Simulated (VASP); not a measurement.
# Hf (P6_3/mmc) in VASP: further runs

Aim: see how the results for Hf move with the level of theory and the settings. Levels: revPBE, LDA, PBE. Tasks: single point.

Program: VASP 6.6.1. These are calculated values, not measurements. Logs are shortened: lines on timing, memory, paths and dates and some standing lists are left out, and cuts for length are marked.

## 1. The cell of the first run

It takes space group P6_3/mmc (No. 194, hexagonal). The conventional cell has a = 3.197 Å, b = 3.197 Å, c = 5.058 Å, α = 90.00°, β = 90.00°, γ = 120.00°. Hf (site symmetry -6m2) has 12 Hf at 3.13 to 3.20 Å within 4.1 Å.

## 2. Single point, revPBE

File INCAR:

```
SYSTEM = Hf
PREC     = Accurate       ! precision mode
ENCUT    = 520            ! plane-wave cutoff, eV
EDIFF    = 1E-7           ! SCF threshold, eV
ISMEAR   = -1             ! smearing method
SIGMA    = 0.05           ! smearing width, eV
LREAL    = .FALSE.        ! projectors in reciprocal space
LASPH    = .TRUE.         ! aspherical terms in the spheres
NELM     = 60             ! most SCF steps
ALGO     = Normal         ! electronic algorithm
ISIF     = 2              ! what is computed and relaxed
LWAVE    = .FALSE.        ! write WAVECAR
LCHARG   = .FALSE.        ! write CHGCAR
GGA      = RE             ! functional
NBANDS   = 17             ! bands
```

File KPOINTS:

```
regular mesh
0
G
  10 10 5
  0 0 0
```

File POSCAR:

```
Hf
1.0
    3.1967000000      0.0000000000      0.0000000000
   -1.5983500000      2.7684234083      0.0000000000
    0.0000000000      0.0000000000      5.0578000000
Hf
2
Direct
    0.6666666667      0.3333333333      0.7500000000
    0.3333333333      0.6666666667      0.2500000000
```

Potentials or basis: VASP PAW PBE potentials, release 64 (Hf_pv).

On the command line:

```console
cat potpaw_PBE.64/Hf_pv/POTCAR > POTCAR
mpirun -np 1 vasp_std > vasp.out
```

OUTCAR:

```text
SYSTEM = Hf
   PREC = Accurate
   ENCUT = 520
   EDIFF = 1E-7
   ISMEAR = -1
   LREAL = .FALSE.
   LASPH = .TRUE.
   NELM = 60
   ISIF = 2
   GGA = RE

 ion  position               nearest neighbor table
   1  0.667  0.333  0.750-   2 3.13   2 3.13   2 3.13   2 3.13   2 3.13   2 3.13
   2  0.333  0.667  0.250-   1 3.13   1 3.13   1 3.13   1 3.13   1 3.13   1 3.13

  LATTYP: Found a hexagonal cell.
 ALAT       =     3.1967000000
 C/A-ratio  =     1.5821941377

  Lattice vectors:

 A1 = (   3.1967000000,   0.0000000000,   0.0000000000)
 A2 = (  -1.5983500000,   2.7684234083,   0.0000000000)
 A3 = (   0.0000000000,   0.0000000000,   5.0578000000)

Analysis of symmetry for initial positions (statically):
=====================================================================
 Subroutine PRICEL returns:
 Original cell was already a primitive cell.

 Routine SETGRP: Setting up the symmetry group for a
 hexagonal supercell.

 Subroutine GETGRP returns: Found 24 space group operations
 (whereof 12 operations were pure point group operations)
 out of a pool of 24 trial point group operations.

The static configuration has the point symmetry D_3d.
 The point group associated with its full space group is D_6h.

Analysis of symmetry for dynamics (positions and initial velocities):
=====================================================================
 Subroutine PRICEL returns:
 Original cell was already a primitive cell.

 Routine SETGRP: Setting up the symmetry group for a
 hexagonal supercell.

 Subroutine GETGRP returns: Found 24 space group operations
 (whereof 12 operations were pure point group operations)
 out of a pool of 24 trial point group operations.

The dynamic configuration has the point symmetry D_3d.
 The point group associated with its full space group is D_6h.

 Subroutine INISYM returns: Found 24 space group operations
 (whereof 12 operations are pure point group operations),
 and found     1 'primitive' translations

----------------------------------------------------------------------------------------

                                     Primitive cell

  volume of cell :      44.7606

[... 74 lines left out ...]
   dimension x,y,z NGXF=    48 NGYF=   48 NGZF=   80
   ions per type =               2
   NGX,Y,Z   is equivalent  to a cutoff of  12.48, 12.48, 13.15 a.u.
   NGXF,Y,Z  is equivalent  to a cutoff of  24.96, 24.96, 26.30 a.u.
 SYSTEM =  Hf
   PREC   = accura    normal or accurate (medium, high low for compatibility)
   ISTART =      0    job   : 0-new  1-cont  2-samecut
   ICHARG =      2    charge: 1-file 2-atom 10-const
   ISPIN  =      1    spin polarized calculation?
   LNONCOLLINEAR =      F non collinear calculations
   LSORBIT =      F    spin-orbit coupling
   LASPH  =      T    aspherical Exc in radial PAW
   ENCUT  =  520.0 eV  38.22 Ry    6.18 a.u.   5.94  5.94  9.40*2*pi/ulx,y,z
   NELM   =     60;   NELMIN=  2; NELMDL= -5     # of ELM steps
   EDIFF  = 0.1E-06   stopping-criterion for ELM
   LREAL  =      F    real-space projection
   EDIFFG = 0.1E-05   stopping-criterion for IOM
   NSW    =      0    number of steps for IOM
   IBRION =     -1    ionic relax: 0-MD 1-quasi-New 2-CG
   NFREE  =      0    steps in history (QN), initial steepest desc. (CG)
   ISIF   =      2    stress and relaxation
   ISYM   =      2    0-nonsym 1-usesym 2-fastsym
   POTIM  = 0.5000    time-step for ionic-motion
   TEBEG  =    0.0;   TEEND  =   0.0 temperature during run
   PSTRESS=    0.0 pullay stress
   NELECT =      20.0000    total number of electrons
   NUPDOWN=      -1.0000    fix difference up-down
   EMIN   =  10.00;   EMAX   =-10.00  energy-range for DOS
   EFERMI =   0.00;   METHOD = LEGACY
   ISMEAR =    -1;   SIGMA  =   0.05  broadening in eV -4-tet -1-fermi 0-gaus
   EFERMI_NEDOS =   21; number of points for ismear=-14 and -15
   IALGO  =     38    algorithm
   IMIX   =      4    mixing-type and parameters
     AMIX     =   0.40;   BMIX     =  1.00
     AMIX_MAG =   1.60;   BMIX_MAG =  1.00
  volume/ion in A,a.u.               =      22.38       151.03
  Fermi-wavevector in a.u.,A,eV,Ry     =   1.251563  2.365112 21.312311  1.566411
  Thomas-Fermi vector in A             =   2.385505
   LORBIT       =      0    0 simple, 1 ext, 2 COOP (PROOUT), +10 PAW based schemes
   GGA     = RE    functional components
   LHFCALC =     F    Hartree Fock is set to
   AEXX    =    0.0000 exact exchange contribution
   IVDW    =     0    specifies the selected vdW correction
   LEPSILON=     F    determine dielectric tensor
   LRPA    =     F    only Hartree local field effects (RPA)
 non-spin polarized calculation
  energy-cutoff  :      520.00
  volume of cell :       44.76
 maximum number of plane-waves:      1220
 NGX is ok and might be reduce to    24
   NGX = 11   NGY = 11   NGZ = 19

 number of electron      20.0000004 magnetization

 Free energy of the ion-electron system (eV)
  ---------------------------------------------------
  ext. energy  EPLUGINS =         0.00000000
  ---------------------------------------------------
  free energy    TOTEN  =       -19.17199316 eV

  energy without entropy =      -19.16091135  energy(sigma->0) =      -19.16645226

 E-fermi :   4.9841     XC(G=0): -11.2351

 val. band max:        4.9794400378   @ k =   0.1000   0.1000   0.4000
 cond. band min:       4.9979253881   @ k =   0.1000   0.1000   0.2000
 fundamental gap:      0.0184853503
 Fermi energy:         4.9841358470

 k-point     1 :       0.0000    0.0000    0.0000
  band No.  band energies     occupation
      1     -26.1082      2.00000
      2     -25.3665      2.00000
      3     -25.3665      2.00000
      4     -25.2467      2.00000
      5     -25.2395      2.00000
      6     -25.2395      2.00000
[... 457 lines left out ...]
      4     -25.5345      2.00000
      5     -25.4416      2.00000
      6     -25.3698      2.00000
[... 9 lines left out ...]
     16      10.9445      0.00000
     17      11.7551      0.00000

 [... further k-points ...]
[... 5 lines left out ...]
  --------------------------------------------------------------------------------------
  -------------------------------------------------------------------------------------
  Total        0.6526847      0.6526847      0.5301665      0.0000000      0.0000000     -0.0000000
  in kB       23.3624262     23.3624262     18.9769671      0.0000000      0.0000000     -0.0000000
  external PRESSURE =      21.9006065 kB  Pullay stress =       0.0000000 kB

 VOLUME and BASIS-vectors are now :
 -----------------------------------------------------------------------------
  energy-cutoff  :      520.00
  volume of cell :       44.76
      direct lattice vectors                 reciprocal lattice vectors
     3.196700000  0.000000000  0.000000000     0.312822598  0.180608211  0.000000000
    -1.598350000  2.768423408  0.000000000     0.000000000  0.361216423  0.000000000
     0.000000000  0.000000000  5.057800000     0.000000000  0.000000000  0.197714421

 POSITION                                       TOTAL-FORCE (eV/Angst)
 -----------------------------------------------------------------------------------
      1.59835      0.92281      3.79335        -0.000000      0.000000      0.000000
     -0.00000      1.84562      1.26445         0.000000     -0.000000      0.000000
 -----------------------------------------------------------------------------------
    total drift:                               -0.000000      0.000000     -0.000000

  FREE ENERGIE OF THE ION-ELECTRON SYSTEM (eV)
  ---------------------------------------------------
  free  energy   TOTEN  =       -19.1719931597 eV

  energy  without entropy=      -19.1609113535  energy(sigma->0) =      -19.16645226
```

Run time: 12 s. Hardware: 1 thread of Intel Xeon 6975P-C (Granite Rapids), shared host; peak memory 0.17 GiB.

What came out:

* Free energy: -19.1720 eV
* Pressure: 2.2 GPa
* Band gap on the k mesh: zero (band 10 reaches 6.19 eV, above the bottom of band 11 at 4.67 eV)

Stress tensor (GPa, compression positive):
```
2.34 0.00 0.00
0.00 2.34 0.00
0.00 0.00 1.90
```

Caveat: the PAW data sets were made with another functional, which shifts forces and pressure a little; spin-orbit coupling is left out, which moves the levels of the heavy elements.

## 3. Single point, LDA

File INCAR:

```
ALGO     = Normal         # electronic algorithm
EDIFF    = 1E-6           # SCF threshold, eV
ENCUT    = 520            # plane-wave cutoff, eV
GGA      = CA             # functional
ISIF     = 2              # what is computed and relaxed
ISMEAR   = 0              # smearing method
LASPH    = T              # aspherical terms in the spheres
LCHARG   = F              # write CHGCAR
LREAL    = F              # projectors in reciprocal space
LWAVE    = F              # write WAVECAR
NBANDS   = 17             # bands
NELM     = 100            # most SCF steps
PREC     = Accurate       # precision mode
SIGMA    = 0.02           # smearing width, eV
```

File KPOINTS:

```
k-points
0
Gamma
  10 10 5
```

POSCAR is that of step 2.

Potentials or basis: VASP PAW LDA potentials, release 64 (Hf_pv).

On the command line:

```console
cat potpaw_LDA.64/Hf_pv/POTCAR > POTCAR
mpirun -np 1 vasp_std > vasp.out
```

Wall time 8.8 s (1 thread of Intel Xeon 6975P-C (Granite Rapids), shared host); peak memory 0.15 GiB.

Results (log left out):

| Item | Value |
| --- | --- |
| Free energy | -21.3153 eV |
| Pressure | -8.0 GPa |
| Band gap on the k mesh | zero (band 10 reaches 5.90 eV, above the bottom of band 11 at 4.45 eV) |

Stress tensor (GPa, compression positive):
```
-7.72  0.00  0.00
 0.00 -7.72  0.00
 0.00  0.00 -8.43
```

Levels at points of the mesh, in eV from the Fermi level:
| k point | band 8 | band 9 | band 10 | band 11 | band 12 | band 13 |
| --- | --- | --- | --- | --- | --- | --- |
| (0.00, 0.00, 0.00) | -3.67 | 0.83 | 1.15 | 1.15 | 1.42 | 1.96 |
| (0.50, 0.00, 0.00) | -2.71 | -2.19 | -0.67 | 0.75 | 0.90 | 1.69 |

Caveat: spin-orbit coupling is left out, which moves the levels of the heavy elements.

## 4. Single point, PBE

File INCAR:

```
PREC = Accurate ; ENCUT = 520
EDIFF = 1E-6 ; ISMEAR = 0
SIGMA = 0.027000000000000003 ; LREAL = False
LASPH = True ; NELM = 100
ALGO = Normal ; ISIF = 2
LWAVE = False ; LCHARG = False
GGA = PE ; NBANDS = 17
```

File KPOINTS:

```
Automatic mesh
0
Gamma
  10 10 5
```

POSCAR is that of step 3.

Potentials or basis: VASP PAW PBE potentials, release 64 (Hf_pv).

On the command line:

```console
cat potpaw_PBE.64/Hf_pv/POTCAR > POTCAR
mpirun -np 1 vasp_std > vasp.out
```

Run time: 11 s. Hardware: 1 thread of Intel Xeon 6975P-C (Granite Rapids), shared host; peak memory 0.17 GiB.

Results (log left out):

- Free energy: -19.8498 eV
- Pressure: 0.2 GPa
- Band gap on the k mesh: zero (band 10 reaches 6.10 eV, above the bottom of band 11 at 4.60 eV)

Stress tensor (GPa, compression positive):
```
 0.30  0.00  0.00
 0.00  0.30  0.00
 0.00  0.00 -0.09
```

Levels at points of the mesh, in eV from the Fermi level:
```csv
k point,band 7,band 8,band 9,band 10,band 11,band 12,band 13,band 14
"(0.00, 0.00, 0.00)",-7.36,-3.69,0.66,1.20,1.20,1.48,2.02,2.02
"(0.50, 0.00, 0.00)",-3.33,-2.73,-2.21,-0.78,0.81,0.89,1.70,5.91
```

Caveat: spin-orbit coupling is left out, which moves the levels of the heavy elements.

## 5. Summary

| level | potentials or basis | smearing | gap on the mesh (eV) | pressure (GPa) |
| --- | --- | --- | --- | --- |
| revPBE | VASP PAW PBE potentials, release 64 (Hf_pv) | fermi-dirac 0.05 eV | none | 2.2 |
| LDA | VASP PAW LDA potentials, release 64 (Hf_pv) | gaussian 0.02 eV | none | -8.0 |
| PBE | VASP PAW PBE potentials, release 64 (Hf_pv) | gaussian 0.027 eV | none | 0.2 |

Alike in all rows: task single point; no spin polarisation; cell as given; k mesh 10 × 10 × 5; cutoff (eV) 520.

Caveats: spin-orbit coupling is left out, which moves the levels of the heavy elements; the PAW data sets were made with another functional, which shifts forces and pressure a little (some runs).

Total energies depend on the potentials used, so only differences within one code and one set of settings carry meaning.
